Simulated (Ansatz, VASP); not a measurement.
Two plane-wave programs on Cd2S

INCAR

```
SYSTEM = Cd2S
  PREC = Accurate
  ENCUT = 600
  EDIFF = 1E-6
  ISMEAR = -1
  SIGMA = 0.05
  LREAL = .FALSE.
  LASPH = .TRUE.
  NELM = 60
  ALGO = Normal
  ISIF = 3
  LWAVE = .FALSE.
  LCHARG = .FALSE.
  GGA = PE
  IBRION = 2
  NSW = 60
  EDIFFG = -0.01
```

KPOINTS

```
regular mesh
0
G
  8 8 5
  0 0 0
```

File POSCAR:

```
Cd2S
1.0
    3.9626700490      0.0000000000      0.0000000000
   -1.9813350245      3.4317729293      0.0000000000
    0.0000000000      0.0000000000      5.8091920000
Cd S
2 1
Direct
    0.3333333333      0.6666666667      0.9327170000
    0.6666666667      0.3333333333      0.5787350000
    0.3333333333      0.6666666667      0.3657050000
```

Contents of input.yaml:

```yaml
crystal:
  lattice:
    - [3.962670049, 0.0, 0.0]
    - [-1.9813350245, 3.4317729293, 0.0]
    - [0.0, 0.0, 5.809192]
  atoms:
    - { symbol: Cd, position: [0.3333333333, 0.6666666667, 0.932717] }
    - { symbol: Cd, position: [0.6666666667, 0.3333333333, 0.578735] }
    - { symbol: S, position: [0.3333333333, 0.6666666667, 0.365705] }
hamiltonian:
  xc: pbe
  pseudopotentials: { kind: paw }
kpoints:
  mp_grid: { grid: [8, 8, 5] }
scf:
  occupations: { method: fermi_dirac, width: 0.05 }
output:
  forces: true
  stress: true
  eigenvalues: true
relax:
  f_tol: 0.01
  max_steps: 40
  cell: { stress_tol: 0.05 }
```

Alike in both runs: task relaxation of cell and atoms; functional PBE; k mesh 8 × 8 × 5; occupations fermi-dirac, width 0.05 eV; no spin polarisation.

|  | VASP | Ansatz |
| --- | --- | --- |
| version | VASP 6.6.1 | Ansatz 0.2.0 |
| potentials or method | VASP PAW PBE potentials, release 64 (Cd, S) | Ansatz PAW |
| plane-wave cutoff (eV) | 600 | 420 |
| valence electrons in the cell | 30 | 46 |

VASP gave:

```
gap on the k mesh at the Fermi level, each at its own relaxed structure (eV)  : 0.24
relaxed volume (Å³/atom)                                                      : 26.44
relaxed length of the cell vector where the two differ most in proportion (Å) : 3.966
```

Q: Estimate Ansatz's values.

A: gap on the k mesh at the Fermi level, each at its own relaxed structure (eV): 0.23; relaxed volume (Å³/atom): 26.32; relaxed length of the cell vector where the two differ most in proportion (Å): 3.960.

VASP's potentials hold 30 valence electrons a cell and Ansatz's 46, so a difference there can come from the potentials and not from the codes.

Noted on Ansatz's run: odd divisions of the mesh miss points on the zone boundary, where band edges often lie, so the gap on the mesh can be too wide; the plane-wave basis is chosen anew once the cell has moved, so the energies of steps on either side of that aren't comparable.
